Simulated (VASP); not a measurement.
# BN (F-43m) in VASP: notebook, part 2 of 2

VASP 6.6.1.

## (4) Single point, PBE (volume scaled by 1.03)

Contents of INCAR:

```
PREC = Accurate
ENCUT = 520
EDIFF = 1E-6
ISMEAR = 0
SIGMA = 0.02
LREAL = F
LASPH = T
NELM = 100
ALGO = Normal
ISIF = 2
LWAVE = F
LCHARG = F
GGA = PE
NBANDS = 11
```

Contents of KPOINTS:

```
Automatic mesh
0
Gamma
  12 12 12
```

Contents of POSCAR:

```
BN
1.0
    0.0000000000      1.8302716282      1.8302716282
    1.8302716282      0.0000000000      1.8302716282
    1.8302716282      1.8302716282      0.0000000000
B N
1 1
Direct
    0.0000000000      0.0000000000      0.0000000000
    0.2500000000      0.2500000000      0.2500000000
```

Potentials or basis: VASP PAW PBE potentials, release 64 (B, N).

Launch:

```bash
$ cat potpaw_PBE.64/B/POTCAR potpaw_PBE.64/N/POTCAR > POTCAR
$ mpirun -np 1 vasp_std > vasp.out
```

OUTCAR:

```text
PREC = Accurate
   ENCUT = 520
   EDIFF = 1E-6
   ISMEAR = 0
   LREAL = F
   LASPH = T
   NELM = 100
   ISIF = 2
   GGA = PE

 ion  position               nearest neighbor table
   1  0.000  0.000  0.000-   2 1.59   2 1.59   2 1.59   2 1.59
   2  0.250  0.250  0.250-   1 1.59   1 1.59   1 1.59   1 1.59

  LATTYP: Found a face centered cubic cell.
 ALAT       =     3.6605432564

  Lattice vectors:

 A1 = (   0.0000000000,   1.8302716282,   1.8302716282)
 A2 = (   1.8302716282,   0.0000000000,   1.8302716282)
 A3 = (   1.8302716282,   1.8302716282,   0.0000000000)

Analysis of symmetry for initial positions (statically):
=====================================================================
 Subroutine PRICEL returns:
 Original cell was already a primitive cell.

 Routine SETGRP: Setting up the symmetry group for a
 face centered cubic supercell.

 Subroutine GETGRP returns: Found 24 space group operations
 (whereof 24 operations were pure point group operations)
 out of a pool of 48 trial point group operations.

The static configuration has the point symmetry T_d .

Analysis of symmetry for dynamics (positions and initial velocities):
=====================================================================
 Subroutine PRICEL returns:
 Original cell was already a primitive cell.

 Routine SETGRP: Setting up the symmetry group for a
 face centered cubic supercell.

 Subroutine GETGRP returns: Found 24 space group operations
 (whereof 24 operations were pure point group operations)
 out of a pool of 48 trial point group operations.

The dynamic configuration has the point symmetry T_d .

 Subroutine INISYM returns: Found 24 space group operations
 (whereof 24 operations are pure point group operations),
 and found     1 'primitive' translations

----------------------------------------------------------------------------------------

                                     Primitive cell

  volume of cell :      12.2624

  direct lattice vectors                    reciprocal lattice vectors
     0.000000000  1.830271628  1.830271628    -0.273183495  0.273183495  0.273183495
     1.830271628  0.000000000  1.830271628     0.273183495 -0.273183495  0.273183495
     1.830271628  1.830271628  0.000000000     0.273183495  0.273183495 -0.273183495

  length of vectors
     2.588394959  2.588394959  2.588394959     0.473167693  0.473167693  0.473167693

  position of ions in fractional coordinates (direct lattice)
     0.000000000  0.000000000  0.000000000
     0.250000000  0.250000000  0.250000000

  ion indices of the primitive-cell ions
   primitive index   ion index
                 1           1
                 2           2

----------------------------------------------------------------------------------------

 KPOINTS: Automatic mesh

Automatic generation of k-mesh.
 Grid dimensions read from file:
 generate k-points for:   12   12   12

 Generating k-lattice:

  Cartesian coordinates                     Fractional coordinates (reciprocal lattice)
    -0.022765291  0.022765291  0.022765291     0.083333333  0.000000000  0.000000000
     0.022765291 -0.022765291  0.022765291     0.000000000  0.083333333  0.000000000
     0.022765291  0.022765291 -0.022765291     0.000000000  0.000000000  0.083333333

  Length of vectors
     0.039430641  0.039430641  0.039430641

  Shift w.r.t. Gamma in fractional coordinates (k-lattice)
     0.000000000  0.000000000  0.000000000

 Subroutine IBZKPT returns following result:
 ===========================================

 Found     72 irreducible k-points:

 Following reciprocal coordinates:
            Coordinates               Weight
  0.000000  0.000000  0.000000      1.000000
  0.083333  0.000000  0.000000      8.000000
  0.166667  0.000000  0.000000      8.000000
  0.250000  0.000000  0.000000      8.000000
  0.333333  0.000000  0.000000      8.000000
  0.416667  0.000000  0.000000      8.000000
[... 16 lines left out ...]
  0.500000  0.166667  0.000000     24.000000
 -0.416667  0.166667  0.000000     24.000000
 [... further k-points ...]
   k-points           NKPTS =     72   k-points in BZ     NKDIM =     72   number of bands    NBANDS=     11
   number of dos      NEDOS =    301   number of ions     NIONS =      2
   total plane-waves  NPLWV =   8000
   dimension x,y,z NGX =    20 NGY =   20 NGZ =   20
   dimension x,y,z NGXF=    40 NGYF=   40 NGZF=   40
   ions per type =               1   1
   NGX,Y,Z   is equivalent  to a cutoff of  12.85, 12.85, 12.85 a.u.
   NGXF,Y,Z  is equivalent  to a cutoff of  25.69, 25.69, 25.69 a.u.
 SYSTEM =  unknown system
   PREC   = accura    normal or accurate (medium, high low for compatibility)
   ISTART =      0    job   : 0-new  1-cont  2-samecut
   ICHARG =      2    charge: 1-file 2-atom 10-const
   ISPIN  =      1    spin polarized calculation?
   LNONCOLLINEAR =      F non collinear calculations
   LSORBIT =      F    spin-orbit coupling
   LASPH  =      T    aspherical Exc in radial PAW
   ENCUT  =  520.0 eV  38.22 Ry    6.18 a.u.   4.81  4.81  4.81*2*pi/ulx,y,z
   NELM   =    100;   NELMIN=  2; NELMDL= -5     # of ELM steps
   EDIFF  = 0.1E-05   stopping-criterion for ELM
   LREAL  =      F    real-space projection
   EDIFFG = 0.1E-04   stopping-criterion for IOM
   NSW    =      0    number of steps for IOM
   IBRION =     -1    ionic relax: 0-MD 1-quasi-New 2-CG
   NFREE  =      0    steps in history (QN), initial steepest desc. (CG)
   ISIF   =      2    stress and relaxation
   ISYM   =      2    0-nonsym 1-usesym 2-fastsym
   POTIM  = 0.5000    time-step for ionic-motion
   TEBEG  =    0.0;   TEEND  =   0.0 temperature during run
   PSTRESS=    0.0 pullay stress
   NELECT =       8.0000    total number of electrons
   NUPDOWN=      -1.0000    fix difference up-down
   EMIN   =  10.00;   EMAX   =-10.00  energy-range for DOS
   EFERMI =   0.00;   METHOD = LEGACY
   ISMEAR =     0;   SIGMA  =   0.02  broadening in eV -4-tet -1-fermi 0-gaus
   EFERMI_NEDOS =   21; number of points for ismear=-14 and -15
   IALGO  =     38    algorithm
   IMIX   =      4    mixing-type and parameters
     AMIX     =   0.40;   BMIX     =  1.00
     AMIX_MAG =   1.60;   BMIX_MAG =  1.00
  volume/ion in A,a.u.               =       6.13        41.38
  Fermi-wavevector in a.u.,A,eV,Ry     =   1.419861  2.683149 27.429432  2.016006
  Thomas-Fermi vector in A             =   2.540837
   LORBIT       =      0    0 simple, 1 ext, 2 COOP (PROOUT), +10 PAW based schemes
   GGA     = PE    functional components
   LHFCALC =     F    Hartree Fock is set to
   AEXX    =    0.0000 exact exchange contribution
   IVDW    =     0    specifies the selected vdW correction
   LEPSILON=     F    determine dielectric tensor
   LRPA    =     F    only Hartree local field effects (RPA)
 non-spin polarized calculation
 Gauss-broadening in eV      SIGMA  =   0.02
  energy-cutoff  :      520.00
  volume of cell :       12.26
 maximum number of plane-waves:       343
   NGX =  9   NGY =  9   NGZ =  9

 number of electron       8.0000000 magnetization

 Free energy of the ion-electron system (eV)
  ---------------------------------------------------
  ext. energy  EPLUGINS =         0.00000000
  ---------------------------------------------------
  free energy    TOTEN  =       -17.44019240 eV

  energy without entropy =      -17.44019240  energy(sigma->0) =      -17.44019240

 E-fermi :   7.0491     XC(G=0): -12.6375

 val. band max:        6.9473920619   @ k =   0.0000   0.0000   0.0000
 cond. band min:      11.3658561636   @ k =   0.5000   0.5000   0.0000
 fundamental gap:      4.4184641017
 Fermi energy:         7.0491378879

 k-point     1 :       0.0000    0.0000    0.0000
  band No.  band energies     occupation
      1     -12.8625      2.00000
      2       6.9474      2.00000
      3       6.9474      2.00000
      4       6.9474      2.00000
      5      15.5886      0.00000
      6      15.5886      0.00000
      7      15.5886      0.00000
      8      16.6925      0.00000
      9      31.0010      0.00000
     10      34.2623      0.00000
     11      34.2623      0.00000
[... 309 lines left out ...]
 k-point    24 :      -0.4167    0.1667    0.0000
  band No.  band energies     occupation
      1      -8.4715      2.00000
      2      -2.7326      2.00000
      3       2.9483      2.00000
      4       4.4760      2.00000
      5      16.0650      0.00000
      6      18.6929      0.00000
      7      18.9085      0.00000
      8      22.1527      0.00000
      9      27.5444      0.00000
     10      31.8383      0.00000
     11      32.8853      0.00000

 [... further k-points ...]
[... 5 lines left out ...]
  --------------------------------------------------------------------------------------
  -------------------------------------------------------------------------------------
  Total       -0.7830398     -0.7830398     -0.7830398      0.0000000     -0.0000000     -0.0000000
  in kB     -102.3099284   -102.3099284   -102.3099284      0.0000000     -0.0000000     -0.0000000
  external PRESSURE =    -102.3099284 kB  Pullay stress =       0.0000000 kB

 VOLUME and BASIS-vectors are now :
 -----------------------------------------------------------------------------
  energy-cutoff  :      520.00
  volume of cell :       12.26
      direct lattice vectors                 reciprocal lattice vectors
     0.000000000  1.830271628  1.830271628    -0.273183495  0.273183495  0.273183495
     1.830271628  0.000000000  1.830271628     0.273183495 -0.273183495  0.273183495
     1.830271628  1.830271628  0.000000000     0.273183495  0.273183495 -0.273183495

 POSITION                                       TOTAL-FORCE (eV/Angst)
 -----------------------------------------------------------------------------------
      0.00000      0.00000      0.00000         0.000000     -0.000000      0.000000
      0.91514      0.91514      0.91514        -0.000000      0.000000     -0.000000
 -----------------------------------------------------------------------------------
    total drift:                                0.000000      0.000000      0.000000

  FREE ENERGIE OF THE ION-ELECTRON SYSTEM (eV)
  ---------------------------------------------------
  free  energy   TOTEN  =       -17.4401924044 eV

  energy  without entropy=      -17.4401924044  energy(sigma->0) =      -17.44019240
```

OSZICAR:

```text
N       E                     dE             d eps       ncg     rms          rms(c)
DAV:   1     0.107901436242E+02    0.10790E+02   -0.49986E+03  1616   0.726E+02
DAV:   2    -0.177933473855E+02   -0.28583E+02   -0.27631E+02  1941   0.164E+02
DAV:   3    -0.183485889099E+02   -0.55524E+00   -0.55454E+00  1860   0.195E+01
DAV:   4    -0.183492909980E+02   -0.70209E-03   -0.70208E-03  1710   0.785E-01
DAV:   5    -0.183492916862E+02   -0.68818E-06   -0.68817E-06  1824   0.239E-02    0.650E+00
DAV:   6    -0.175136329777E+02    0.83566E+00   -0.30005E+00  1659   0.981E+00    0.314E+00
DAV:   7    -0.174530950694E+02    0.60538E-01   -0.88848E-02  1761   0.250E+00    0.187E+00
DAV:   8    -0.174399505407E+02    0.13145E-01   -0.33933E-02  1757   0.133E+00    0.173E-01
DAV:   9    -0.174400943114E+02   -0.14377E-03   -0.10401E-03  1698   0.256E-01    0.800E-02
DAV:  10    -0.174401866855E+02   -0.92374E-04   -0.12806E-04  1711   0.966E-02    0.147E-02
DAV:  11    -0.174401923820E+02   -0.56964E-05   -0.10288E-05  1789   0.261E-02    0.106E-02
DAV:  12    -0.174401924044E+02   -0.22383E-07   -0.17100E-06   984   0.893E-03
   1 F= -.17440192E+02 E0= -.17440192E+02  d E =-.112765E-15
```

Run time: 17 s. Hardware: 1 thread of AMD EPYC 7R43 (Zen 3), shared host; peak memory 0.09 GiB.

Results:

```yaml
Free_energy: -17.4402 eV
Pressure: -10.2 GPa
Band_gap_on_the_k_mesh: 4.42 eV, indirect (least direct gap 8.64 eV)
```

 A k mesh can miss the band edges.

## (5) Overview

| cell | gap on the mesh (eV) | pressure (GPa) |
| --- | --- | --- |
| a = 2.537 Å, angles 60.0°, 2 atoms | 4.48 | 12.3 |
| a = 2.511 Å, angles 60.0°, 2 atoms | 4.51 | 26.2 |
| a = 2.588 Å, angles 60.0°, 2 atoms | 4.42 | -10.2 |

Alike in all rows: task single point; level PBE; potentials or basis VASP PAW PBE potentials, release 64 (B, N); no spin polarisation; k mesh 12 × 12 × 12; cutoff (eV) 520; smearing gaussian 0.02 eV.

Absolute energies hang on the potentials; compare differences alone.
